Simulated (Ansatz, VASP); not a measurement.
AlRu in VASP and in Ansatz

Contents of INCAR:

```
SYSTEM = AlRu
ALGO     = Normal         ! electronic algorithm
EDIFF    = 1E-7           ! SCF threshold, eV
ENCUT    = 520            ! plane-wave cutoff, eV
GGA      = PE             ! functional
ISIF     = 2              ! what is computed and relaxed
ISMEAR   = -1             ! smearing method
LASPH    = .True.         ! aspherical terms in the spheres
LCHARG   = .False.        ! write CHGCAR
LREAL    = .False.        ! projectors in reciprocal space
LWAVE    = .False.        ! write WAVECAR
NBANDS   = 25             ! bands
NELM     = 60             ! most SCF steps
PREC     = Accurate       ! precision mode
SIGMA    = 0.08           ! smearing width, eV
```

File KPOINTS:

```
k-points
0
Gamma
  11 11 6
  0 0 0
```

The input POSCAR:

```
AlRu
1.0
    2.3568617904      0.0000000000      0.0000000000
   -1.1784308952      2.0411021837      0.0000000000
    0.0000000000      0.0000000000      6.4615158918
Ru Al
2 2
Direct
    0.0000000000      0.0000000000      0.0000000000
    0.0000000000      0.0000000000      0.5000000000
    0.3333333333      0.6666666667      0.2500000000
    0.6666666667      0.3333333333      0.7500000000
```

Input for Ansatz:

```yaml
crystal:
  lattice:
    - [2.3568617904, 0.0, 0.0]
    - [-1.1784308952, 2.0411021837, 0.0]
    - [0.0, 0.0, 6.4615158918]
  atoms:
    - { symbol: Ru, position: [0.0, 0.0, 0.0] }
    - { symbol: Ru, position: [0.0, 0.0, 0.5] }
    - { symbol: Al, position: [0.3333333333, 0.6666666667, 0.25] }
    - { symbol: Al, position: [0.6666666667, 0.3333333333, 0.75] }
kpoints:
  mp_grid: { grid: [11, 11, 6] }
  band_path:
    path:
      - [0.0, 0.0, 0.0]
      - [0.5, 0.0, 0.0]
      - [0.3333333333, 0.3333333333, 0.0]
      - [0.0, 0.0, 0.0]
      - [0.0, 0.0, 0.5]
      - [0.5, 0.0, 0.5]
      - [0.3333333333, 0.3333333333, 0.5]
      - [0.0, 0.0, 0.5]
      - [0.5, 0.0, 0.5]
    npoints: 8
scf:
  occupations: { method: fermi_dirac, width: 0.08 }
hamiltonian:
  xc: pbe
  pseudopotentials: { kind: all_electron, lapw: { basis_error: 0.001 } }
output:
  forces: true
  stress: true
  eigenvalues: true
  populations: true
  dos: { projected: true, de: 0.2, e_range: [-14, 8] }
```

Change from the starting cell: volume scaled by 0.55, LAPW.

Alike in both runs: task single point; functional PBE; k mesh 11 × 11 × 6; occupations fermi-dirac, width 0.08 eV; no spin polarisation.

```csv
,VASP,Ansatz
version,VASP 6.6.1,Ansatz 0.2.0
potentials or method,"VASP PAW PBE potentials, release 64 (Ru_pv, Al), cutoff 520 eV","all-electron LAPW, scalar-relativistic"
```

VASP gave:

| Property | Result |
| --- | --- |
| pressure (GPa) | 410.5 |
| traceless stress, the component that is largest in VASP (GPa) | -0.39 |

**Question.** Which values does Ansatz return?

**Answer.** Pressure (GPa): 405.6; traceless stress, the component that is largest in VASP (GPa): -0.09.

Both programs put the cell under a high pressure, so it lies far from rest at this level. Ansatz ran all-electron here, and VASP with PAW potentials.

Noted on VASP's run: the cell as given lies far from equilibrium.
